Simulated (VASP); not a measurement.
# Nb (Im-3m) in VASP: a series of runs, part 2 of 2

VASP 6.6.1.

## (4) Single point, PBE

The input, INCAR:

```
PREC = Accurate
ENCUT = 500
EDIFF = 1E-6
ISMEAR = 0
SIGMA = 0.020999999999999998
LREAL = False
LASPH = True
NELM = 120
ALGO = Normal
ISIF = 2
LWAVE = False
LCHARG = False
GGA = PE
NBANDS = 12
GGA_COMPAT = False
```

The input, KPOINTS:

```
regular mesh
0
Gamma
  11 11 11
```

The input, POSCAR:

```
Nb
1.0
   -1.6639500000      1.6639500000      1.6639500000
    1.6639500000     -1.6639500000      1.6639500000
    1.6639500000      1.6639500000     -1.6639500000
Nb
1
Direct
    0.0000000000      0.0000000000      0.0000000000
```

Potentials or basis: VASP PAW PBE potentials, release 64 (Nb_sv).

Launch:

```sh
> cat potpaw_PBE.64/Nb_sv/POTCAR > POTCAR
> mpirun -np 1 vasp_std > vasp.out
```

OUTCAR:

```text
PREC = Accurate
   ENCUT = 500
   EDIFF = 1E-6
   ISMEAR = 0
   LREAL = False
   LASPH = True
   NELM = 120
   ISIF = 2
   GGA = PE

 ion  position               nearest neighbor table
   1  0.000  0.000  0.000-

  LATTYP: Found a body centered cubic cell.
 ALAT       =     3.3279000000

  Lattice vectors:

 A1 = (  -1.6639500000,   1.6639500000,   1.6639500000)
 A2 = (   1.6639500000,  -1.6639500000,   1.6639500000)
 A3 = (   1.6639500000,   1.6639500000,  -1.6639500000)

Analysis of symmetry for initial positions (statically):
=====================================================================
 Subroutine PRICEL returns:
 Original cell was already a primitive cell.

 Routine SETGRP: Setting up the symmetry group for a
 body centered cubic supercell.

 Subroutine GETGRP returns: Found 48 space group operations
 (whereof 48 operations were pure point group operations)
 out of a pool of 48 trial point group operations.

The static configuration has the point symmetry O_h .

Analysis of symmetry for dynamics (positions and initial velocities):
=====================================================================
 Subroutine PRICEL returns:
 Original cell was already a primitive cell.

 Routine SETGRP: Setting up the symmetry group for a
 body centered cubic supercell.

 Subroutine GETGRP returns: Found 48 space group operations
 (whereof 48 operations were pure point group operations)
 out of a pool of 48 trial point group operations.

The dynamic configuration has the point symmetry O_h .

 Subroutine INISYM returns: Found 48 space group operations
 (whereof 48 operations are pure point group operations),
 and found     1 'primitive' translations

----------------------------------------------------------------------------------------

                                     Primitive cell
[... 114 lines left out ...]
   GGA     = PE    functional components
   LHFCALC =     F    Hartree Fock is set to
   AEXX    =    0.0000 exact exchange contribution
   IVDW    =     0    specifies the selected vdW correction
   LEPSILON=     F    determine dielectric tensor
   LRPA    =     F    only Hartree local field effects (RPA)
 non-spin polarized calculation
 Gauss-broadening in eV      SIGMA  =   0.02
  energy-cutoff  :      500.00
  volume of cell :       18.43
 maximum number of plane-waves:       478
 NGX is ok and might be reduce to    24
   NGX = 11   NGY = 11   NGZ = 11

 number of electron      12.9999999 magnetization

 Free energy of the ion-electron system (eV)
  ---------------------------------------------------
  ext. energy  EPLUGINS =         0.00000000
  ---------------------------------------------------
  free energy    TOTEN  =       -10.20614347 eV

  energy without entropy =      -10.20552093  energy(sigma->0) =      -10.20583220

 E-fermi :  10.7908     XC(G=0): -12.3859

 val. band max:       10.7906720036   @ k =   0.2727   0.0000   0.0000
 cond. band min:      10.7945374609   @ k =  -0.3636   0.3636   0.1818
 fundamental gap:      0.0038654573
 Fermi energy:        10.7907943131

 k-point     1 :       0.0000    0.0000    0.0000
  band No.  band energies     occupation
      1     -43.5611      2.00000
      2     -18.9036      2.00000
      3     -18.9036      2.00000
      4     -18.9036      2.00000
      5       4.9577      2.00000
      6      11.2217      0.00000
      7      11.2217      0.00000
      8      11.2217      0.00000
      9      14.0563      0.00000
     10      14.0563      0.00000
     11      25.0174      0.00000
     12      25.0174      0.00000
[... 331 lines left out ...]
 k-point    24 :       0.3636    0.1818    0.0909
  band No.  band energies     occupation
      1     -43.3259      2.00000
      2     -19.9440      2.00000
      3     -19.4752      2.00000
      4     -19.1125      2.00000
      5       8.5144      2.00000
      6       9.3282      2.00000
      7      11.1361      0.00000
      8      14.4243      0.00000
      9      14.8174      0.00000
     10      19.6701      0.00000
     11      21.0463      0.00000
     12      23.3508      0.00000

 [... further k-points ...]

------------------------ aborting loop because EDIFF is reached ----------------------------------------

  FORCE on cell =-STRESS in cart. coord.  units (eV):
  Direction    XX          YY          ZZ          XY          YZ          ZX
  --------------------------------------------------------------------------------------
  -------------------------------------------------------------------------------------
  Total       -0.2443075     -0.2443075     -0.2443075      0.0000000      0.0000000     -0.0000000
  in kB      -21.2405940    -21.2405940    -21.2405940      0.0000000      0.0000000     -0.0000000
  external PRESSURE =     -21.2405940 kB  Pullay stress =       0.0000000 kB

 VOLUME and BASIS-vectors are now :
 -----------------------------------------------------------------------------
  energy-cutoff  :      500.00
  volume of cell :       18.43
      direct lattice vectors                 reciprocal lattice vectors
    -1.663950000  1.663950000  1.663950000     0.000000000  0.300489798  0.300489798
     1.663950000 -1.663950000  1.663950000     0.300489798  0.000000000  0.300489798
     1.663950000  1.663950000 -1.663950000     0.300489798  0.300489798  0.000000000

 POSITION                                       TOTAL-FORCE (eV/Angst)
 -----------------------------------------------------------------------------------
      0.00000      0.00000      0.00000         0.000000     -0.000000      0.000000
 -----------------------------------------------------------------------------------
    total drift:                                0.000000      0.000000     -0.000000

  FREE ENERGIE OF THE ION-ELECTRON SYSTEM (eV)
  ---------------------------------------------------
  free  energy   TOTEN  =       -10.2061434732 eV

  energy  without entropy=      -10.2055209289  energy(sigma->0) =      -10.20583220
```

OSZICAR:

```text
N       E                     dE             d eps       ncg     rms          rms(c)
DAV:   1     0.114141297340E+03    0.11414E+03   -0.71371E+03  1344   0.105E+03
DAV:   2    -0.618138829862E+01   -0.12032E+03   -0.11549E+03  1464   0.379E+02
DAV:   3    -0.104220656035E+02   -0.42407E+01   -0.40713E+01  1992   0.632E+01
DAV:   4    -0.106495021791E+02   -0.22744E+00   -0.22686E+00  1876   0.132E+01
DAV:   5    -0.106592233803E+02   -0.97212E-02   -0.97206E-02  1956   0.206E+00    0.691E+00
DAV:   6    -0.102472052735E+02    0.41202E+00   -0.61886E-01  2136   0.994E+00    0.240E+00
DAV:   7    -0.102007917200E+02    0.46414E-01   -0.18138E-01  2208   0.534E+00    0.983E-01
DAV:   8    -0.102060830066E+02   -0.52913E-02   -0.13368E-02  1616   0.154E+00    0.425E-02
DAV:   9    -0.102061327874E+02   -0.49781E-04   -0.84779E-04  2008   0.225E-01    0.402E-02
DAV:  10    -0.102061497271E+02   -0.16940E-04   -0.25829E-05  1632   0.631E-02    0.161E-02
DAV:  11    -0.102061440475E+02    0.56795E-05   -0.57904E-06  1764   0.402E-02    0.343E-03
DAV:  12    -0.102061434732E+02    0.57434E-06   -0.28193E-07   948   0.754E-03
   1 F= -.10206143E+02 E0= -.10205832E+02  d E =-.622544E-03
```

Run time: 8.8 s. Hardware: 1 thread of Intel Xeon 6975P-C, shared host; peak memory 0.14 GiB.

What came out:

```yaml
Free_energy: -10.2061 eV
Pressure: -2.1 GPa
```

Levels at points of the mesh, in eV from the Fermi level:
```tsv
k point	band 2	band 3	band 4	band 5	band 6	band 7	band 8	band 9	band 10	band 11
(0.00, 0.00, 0.00)	-29.69	-29.69	-29.69	-5.83	0.43	0.43	0.43	3.27	3.27	14.23
```

## (5) Summary

| smearing | gap on the mesh (eV) | pressure (GPa) |
| --- | --- | --- |
| gaussian 0.017 eV | none | -2.1 |
| gaussian 0.02 eV | none | -2.1 |
| gaussian 0.021 eV | none | -2.1 |

Alike in all rows: task single point; level PBE; potentials or basis VASP PAW PBE potentials, release 64 (Nb_sv); no spin polarisation; cell as given; k mesh 11 × 11 × 11; cutoff (eV) 500.

Every run on the cell as given and a fine mesh finds a metal.

Absolute energies hang on the potentials; compare differences alone.
